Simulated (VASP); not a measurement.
# CuI (P4/nmm) in VASP: notebook

Runs on CuI. Level: PBEsol. Tasks: single point.

Everything below comes from runs of VASP 6.6.1. Logs are shortened: lines on timing, memory, paths and dates and some standing lists are left out, and cuts for length are marked.

## Step 1: The cell of the first run

The structure is tetragonal, space group P4/nmm (No. 129). The conventional cell has a = 3.842 Å, b = 3.842 Å, c = 6.221 Å, α = 90.00°, β = 90.00°, γ = 90.00°. Within 3.4 Å of Cu (site symmetry -4m2) lie 4 I at 2.60 Å and 4 Cu at 2.72 Å. I (site symmetry 4mm) has 4 Cu at 2.60 Å within 3.4 Å.

## Step 2: Single point, PBEsol

Input file INCAR:

```
  PREC = Accurate
  ENCUT = 520
  EDIFF = 1E-6
  ISMEAR = 0
  SIGMA = 0.02
  LREAL = False
  LASPH = True
  NELM = 80
  ALGO = Normal
  ISIF = 2
  LWAVE = False
  LCHARG = True
  GGA = PS
  LELF = True
  LVHAR = True
  NBANDS = 26
```

Input file KPOINTS:

```
regular mesh
0
Gamma
  8 8 4
```

Input file POSCAR:

```
CuI
1.0
    3.8419024975      0.0000000000      0.0000000000
    0.0000000000      3.8419024975      0.0000000000
    0.0000000000      0.0000000000      6.2213002752
Cu I
2 2
Direct
    0.5000000000      0.5000000000      0.0000000000
    0.0000000000      0.0000000000      0.0000000000
    0.5000000000      0.0000000000      0.2823480172
    0.0000000000      0.5000000000      0.7176519828
```

Potentials or basis: VASP PAW PBE potentials, release 64 (Cu, I).

Command:

```sh
$ cat potpaw_PBE.64/Cu/POTCAR potpaw_PBE.64/I/POTCAR > POTCAR
$ mpirun -np 1 vasp_std > vasp.out
```

OUTCAR:

```text
PREC = Accurate
   ENCUT = 520
   EDIFF = 1E-6
   ISMEAR = 0
   LREAL = False
   LASPH = True
   NELM = 80
   ISIF = 2
   GGA = PS

 ion  position               nearest neighbor table
   1  0.500  0.500  0.000-   3 2.60   4 2.60   3 2.60   4 2.60   2 2.72   2 2.72   2 2.72   2 2.72

   2  0.000  0.000  0.000-   3 2.60   4 2.60   4 2.60   3 2.60   1 2.72   1 2.72   1 2.72   1 2.72

   3  0.500  0.000  0.282-   1 2.60   2 2.60   1 2.60   2 2.60
   4  0.000  0.500  0.718-   1 2.60   2 2.60   2 2.60   1 2.60

  LATTYP: Found a simple tetragonal cell.
 ALAT       =     3.8419024975
 C/A-ratio  =     1.6193279968

  Lattice vectors:

 A1 = (   3.8419024975,   0.0000000000,   0.0000000000)
 A2 = (   0.0000000000,   3.8419024975,   0.0000000000)
 A3 = (   0.0000000000,   0.0000000000,   6.2213002752)

Analysis of symmetry for initial positions (statically):
=====================================================================
 Subroutine PRICEL returns:
 Original cell was already a primitive cell.

 Routine SETGRP: Setting up the symmetry group for a
 simple tetragonal supercell.

 Subroutine GETGRP returns: Found 16 space group operations
 (whereof  8 operations were pure point group operations)
 out of a pool of 16 trial point group operations.

The static configuration has the point symmetry D_2d.
 The point group associated with its full space group is D_4h.

Analysis of symmetry for dynamics (positions and initial velocities):
=====================================================================
 Subroutine PRICEL returns:
 Original cell was already a primitive cell.

 Routine SETGRP: Setting up the symmetry group for a
 simple tetragonal supercell.

 Subroutine GETGRP returns: Found 16 space group operations
 (whereof  8 operations were pure point group operations)
 out of a pool of 16 trial point group operations.

The dynamic configuration has the point symmetry D_2d.
 The point group associated with its full space group is D_4h.

 Subroutine INISYM returns: Found 16 space group operations
 (whereof  8 operations are pure point group operations),
 and found     1 'primitive' translations

----------------------------------------------------------------------------------------

                                     Primitive cell

  volume of cell :      91.8277

  direct lattice vectors                    reciprocal lattice vectors
[... 91 lines left out ...]
   EDIFF  = 0.1E-05   stopping-criterion for ELM
   LREAL  =      F    real-space projection
   EDIFFG = 0.1E-04   stopping-criterion for IOM
   NSW    =      0    number of steps for IOM
   IBRION =     -1    ionic relax: 0-MD 1-quasi-New 2-CG
   NFREE  =      0    steps in history (QN), initial steepest desc. (CG)
   ISIF   =      2    stress and relaxation
   ISYM   =      2    0-nonsym 1-usesym 2-fastsym
   POTIM  = 0.5000    time-step for ionic-motion
   TEBEG  =    0.0;   TEEND  =   0.0 temperature during run
   PSTRESS=    0.0 pullay stress
   NELECT =      36.0000    total number of electrons
   NUPDOWN=      -1.0000    fix difference up-down
   EMIN   =  10.00;   EMAX   =-10.00  energy-range for DOS
   EFERMI =   0.00;   METHOD = LEGACY
   ISMEAR =     0;   SIGMA  =   0.02  broadening in eV -4-tet -1-fermi 0-gaus
   EFERMI_NEDOS =   21; number of points for ismear=-14 and -15
   IALGO  =     38    algorithm
   IMIX   =      4    mixing-type and parameters
     AMIX     =   0.40;   BMIX     =  1.00
     AMIX_MAG =   1.60;   BMIX_MAG =  1.00
  volume/ion in A,a.u.               =      22.96       154.92
  Fermi-wavevector in a.u.,A,eV,Ry     =   1.198168  2.264209 19.532613  1.435607
  Thomas-Fermi vector in A             =   2.334064
   LORBIT       =      0    0 simple, 1 ext, 2 COOP (PROOUT), +10 PAW based schemes
   GGA     = PS    functional components
   LHFCALC =     F    Hartree Fock is set to
   AEXX    =    0.0000 exact exchange contribution
   IVDW    =     0    specifies the selected vdW correction
   LEPSILON=     F    determine dielectric tensor
   LRPA    =     F    only Hartree local field effects (RPA)
 non-spin polarized calculation
 Gauss-broadening in eV      SIGMA  =   0.02
  energy-cutoff  :      520.00
  volume of cell :       91.83
 maximum number of plane-waves:      2496
 NGX is ok and might be reduce to    30
   NGX = 15   NGY = 15   NGZ = 23

 number of electron      35.9999944 magnetization

 Free energy of the ion-electron system (eV)
  ---------------------------------------------------
  ext. energy  EPLUGINS =         0.00000000
  ---------------------------------------------------
  free energy    TOTEN  =       -12.53254807 eV

  energy without entropy =      -12.53254807  energy(sigma->0) =      -12.53254807

 E-fermi :   6.4331     XC(G=0): -10.1266

 val. band max:        6.3487808821   @ k =   0.0000   0.0000   0.0000
 cond. band min:       7.8308851079   @ k =   0.0000   0.0000   0.0000
 fundamental gap:      1.4821042258
 Fermi energy:         6.4330523906

 k-point     1 :       0.0000    0.0000    0.0000
  band No.  band energies     occupation
      1      -8.3723      2.00000
      2      -7.3095      2.00000
      3      -0.5999      2.00000
      4       2.0296      2.00000
      5       2.3311      2.00000
      6       2.3311      2.00000
[... 685 lines left out ...]
     25      13.6394      0.00000
     26      13.6394      0.00000

 [... further k-points ...]

------------------------ aborting loop because EDIFF is reached ----------------------------------------

  FORCE on cell =-STRESS in cart. coord.  units (eV):
  Direction    XX          YY          ZZ          XY          YZ          ZX
  --------------------------------------------------------------------------------------
  -------------------------------------------------------------------------------------
  Total        2.3247433      2.3247433      1.3611791      0.0000000      0.0000000      0.0000000
  in kB       40.5612884     40.5612884     23.7493662      0.0000000      0.0000000      0.0000000
  external PRESSURE =      34.9573143 kB  Pullay stress =       0.0000000 kB

 VOLUME and BASIS-vectors are now :
 -----------------------------------------------------------------------------
  energy-cutoff  :      520.00
  volume of cell :       91.83
      direct lattice vectors                 reciprocal lattice vectors
     3.841902498  0.000000000  0.000000000     0.260287709  0.000000000  0.000000000
     0.000000000  3.841902498  0.000000000     0.000000000  0.260287709  0.000000000
     0.000000000  0.000000000  6.221300275     0.000000000  0.000000000  0.160738102

 POSITION                                       TOTAL-FORCE (eV/Angst)
 -----------------------------------------------------------------------------------
      1.92095      1.92095      0.00000         0.000000     -0.000000     -0.000000
      0.00000      0.00000      0.00000         0.000000      0.000000     -0.000000
      1.92095      0.00000      1.75657        -0.000000     -0.000000      0.027926
      0.00000      1.92095      4.46473         0.000000      0.000000     -0.027926
 -----------------------------------------------------------------------------------
    total drift:                                0.000000      0.000000      0.000000

  FREE ENERGIE OF THE ION-ELECTRON SYSTEM (eV)
  ---------------------------------------------------
  free  energy   TOTEN  =       -12.5325480670 eV

  energy  without entropy=      -12.5325480670  energy(sigma->0) =      -12.53254807
```

stdout:

```text
POSCAR found type information on POSCAR CuI
 POSCAR found :  2 types and       4 ions
 scaLAPACK will be used
 -----------------------------------------------------------------------------
|                                                                             |
|                                                                             |
|     You enforced a specific xc type in the INCAR file but a different       |
|     I HOPE YOU KNOW WHAT YOU ARE DOING!                                     |
|                                                                             |
 -----------------------------------------------------------------------------

 LDA part: xc-table for (Slater+PW92), standard interpolation
 POSCAR, INCAR and KPOINTS ok, starting setup
 FFT: planning ... GRIDC
 FFT: planning ... GRID_SOFT
 FFT: planning ... GRID
 WAVECAR not read
 entering main loop
```

Wall time 3.1 min (1 thread of Oxide Virtual Turin-like, shared host); peak memory 0.22 GiB.

What came out:

| Item | Value |
| --- | --- |
| Free energy | -12.5325 eV |
| Pressure | 3.5 GPa |
| Largest force | 0.028 eV/Å |
| Band gap on the k mesh | 1.48 eV |

Forces on the atoms (eV/Å):
```
Cu   0.000  0.000  0.000
Cu   0.000  0.000  0.000
I    0.000  0.000  0.028
I    0.000  0.000 -0.028
```

Levels at points of the mesh, in eV from the valence-band top:
| k point | band 16 | band 17 | band 18 | band 19 | band 20 | band 21 |
| --- | --- | --- | --- | --- | --- | --- |
| (0.00, 0.00, 0.00) | -1.42 | 0.00 | 0.00 | 1.48 | 3.34 | 3.45 |
| (0.50, 0.00, 0.00) | -1.72 | -0.64 | -0.64 | 3.88 | 3.88 | 4.60 |
| (0.50, 0.50, 0.00) | -2.14 | -1.50 | -1.50 | 2.03 | 2.03 | 2.07 |
| (0.00, 0.00, 0.50) | -1.50 | -0.69 | -0.69 | 3.63 | 3.70 | 3.82 |
| (0.50, 0.00, 0.50) | -1.07 | -0.59 | -0.59 | 1.73 | 1.73 | 5.22 |
| (0.50, 0.50, 0.50) | -2.14 | -1.26 | -1.26 | 3.83 | 3.83 | 4.13 |

Caveat: the cell stands under pressure; the PAW data sets were made with another functional, which shifts forces and pressure a little; spin-orbit coupling is left out, which moves the levels of the heavy elements. A k mesh can miss the band edges.

## Step 3: Single point, PBEsol (equal strain along all axes, cell held: -2.0 %, then relaxed in part)

Input file INCAR:

```
PREC = Accurate ; ENCUT = 520
EDIFF = 1E-7 ; ISMEAR = 0
SIGMA = 0.02 ; LREAL = F
LASPH = T ; NELM = 80
ALGO = Normal ; ISIF = 2
LWAVE = F ; LCHARG = F
GGA = PS ; NBANDS = 26
```

KPOINTS is that of step 2.

Input file POSCAR:

```
CuI
1.0
    3.9219421329      0.0000000000      0.0000000000
    0.0000000000      3.9219421329      0.0000000000
    0.0000000000      0.0000000000      6.3509106976
Cu I
2 2
Direct
    0.5000000000      0.5000000000      0.0000000000
    0.0000000000      0.0000000000      0.0000000000
    0.5000000000      0.0000000000      0.2721693850
    0.0000000000      0.5000000000      0.7278306150
```

Potentials or basis: VASP PAW PBE potentials, release 64 (Cu, I).

Command:

```sh
$ cat potpaw_PBE.64/Cu/POTCAR potpaw_PBE.64/I/POTCAR > POTCAR
$ mpirun -np 1 vasp_std > vasp.out
```

Wall time 2.9 min (1 thread of Oxide Virtual Turin-like, shared host); peak memory 0.23 GiB.

The run converged. Its results:

```yaml
Free_energy: -12.6197 eV
Pressure: 1.5 GPa
Largest_force: 0.025 eV/Å
Band_gap_on_the_k_mesh: 1.50 eV
```

Forces in eV/Å, atoms in the order of the input:
```
Cu   0.000  0.000  0.000
Cu   0.000  0.000  0.000
I    0.000  0.000  0.025
I    0.000  0.000 -0.025
```

Stress tensor (GPa, compression positive):
```
1.78 0.00 0.00
0.00 1.78 0.00
0.00 0.00 0.89
```

Levels at points of the mesh, in eV from the valence-band top:
| k point | band 15 | band 16 | band 17 | band 18 | band 19 | band 20 | band 21 | band 22 |
| --- | --- | --- | --- | --- | --- | --- | --- | --- |
| (0.00, 0.00, 0.00) | -1.37 | -1.18 | 0.00 | 0.00 | 1.50 | 3.27 | 3.39 | 4.75 |
| (0.50, 0.00, 0.00) | -1.48 | -1.48 | -0.56 | -0.56 | 3.81 | 3.81 | 4.71 | 4.71 |
| (0.50, 0.50, 0.00) | -1.97 | -1.97 | -1.32 | -1.32 | 2.26 | 2.26 | 2.35 | 2.35 |
| (0.00, 0.00, 0.50) | -1.51 | -1.37 | -0.50 | -0.50 | 3.47 | 3.59 | 3.61 | 4.11 |
| (0.50, 0.00, 0.50) | -0.95 | -0.95 | -0.52 | -0.52 | 1.95 | 1.95 | 5.16 | 5.16 |
| (0.50, 0.50, 0.50) | -1.97 | -1.97 | -1.16 | -1.16 | 3.89 | 3.89 | 4.10 | 4.10 |

Caveat: the cell differs from its parent crystal (equal strain along all axes, cell held: -2.0 %, then relaxed in part); the PAW data sets were made with another functional, which shifts forces and pressure a little; spin-orbit coupling is left out, which moves the levels of the heavy elements; this functional lacks dispersion, which binds layers or chains, so the pressure and a relaxed spacing across them are unreliable. A k mesh can miss the band edges.

(Part 1 of 2 ends here.)
